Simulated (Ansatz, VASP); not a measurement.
Two plane-wave programs on BaTiO3

The input INCAR:

```
SYSTEM = BaTiO3
ALGO     = Normal         ! electronic algorithm
EDIFF    = 1E-6           ! SCF threshold, eV
ENCUT    = 520            ! plane-wave cutoff, eV
GGA      = PE             ! functional
ISIF     = 2              ! what is computed and relaxed
ISMEAR   = 0              ! smearing method
LASPH    = .TRUE.         ! aspherical terms in the spheres
LCHARG   = .FALSE.        ! write CHGCAR
LREAL    = .FALSE.        ! projectors in reciprocal space
LWAVE    = .FALSE.        ! write WAVECAR
NBANDS   = 28             ! bands
NELM     = 60             ! most SCF steps
PREC     = Accurate       ! precision mode
SIGMA    = 0.05           ! smearing width, eV
```

The input KPOINTS:

```
k-points
0
G
  8 8 8
  0 0 0
```

Contents of POSCAR:

```
BaTiO3
1.0
    4.0192318613      0.0000000000      0.0000000000
    0.0000000000      4.0192318613      0.2260817922
    0.0000000000      0.2260845743      4.0192813205
Ba Ti O
1 1 3
Direct
    0.0000000000      0.0000000000      0.0000000000
    0.5000000000      0.5000000000      0.5000000000
    0.5000000000      0.5000000000      0.0000000000
    0.5000000000      0.0000000000      0.5000000000
    0.0000000000      0.5000000000      0.5000000000
```

Input for Ansatz:

```yaml
crystal:
  lattice:
    - [4.0192318613, 0.0, 0.0]
    - [0.0, 4.0192318613, 0.2260817922]
    - [0.0, 0.2260845743, 4.0192813205]
  atoms:
    - { symbol: Ba, position: [0.0, 0.0, 0.0] }
    - { symbol: Ti, position: [0.5, 0.5, 0.5] }
    - { symbol: O, position: [0.5, 0.5, 0.0] }
    - { symbol: O, position: [0.5, 0.0, 0.5] }
    - { symbol: O, position: [0.0, 0.5, 0.5] }
basis:
  ecutwfc: 420
kpoints:
  mp_grid: { grid: [8, 8, 8] }
hamiltonian:
  xc: pbe
scf:
  occupations: { method: gaussian, width: 0.05 }
output:
  forces: true
  stress: true
  eigenvalues: true
  write_density: true
  write_potential: true
  elf: true
  volumetric_format: npy
```

Change from the starting cell: strain +0.1125 x Voigt [0, 0, 0, 1, 0, 0], atoms carried along.

Alike in both runs: task single point; functional PBE; k mesh 8 × 8 × 8; occupations gaussian, width 0.05 eV; no spin polarisation.

```csv
,VASP,Ansatz
version,VASP 6.6.1,Ansatz 0.2.0
potentials or method,"VASP PAW PBE potentials, release 64 (Ba_sv, Ti_sv, O), cutoff 520 eV","scalar-relativistic, plane waves, PAW"
valence electrons in the cell,40,40
```

```tsv
	VASP	Ansatz	Ansatz less VASP
gap on the k mesh at the Fermi level (eV)	1.22	1.25	+0.029
least direct gap on the mesh (eV)	1.22	1.25	+0.029
pressure (GPa)	3.0	1.2	-1.80
traceless stress, the component that is largest in VASP (GPa)	-14.17	-13.74	+0.432
```

Ansatz's warnings: near symmetry operations not taken.

Neither program's run includes spin-orbit coupling.
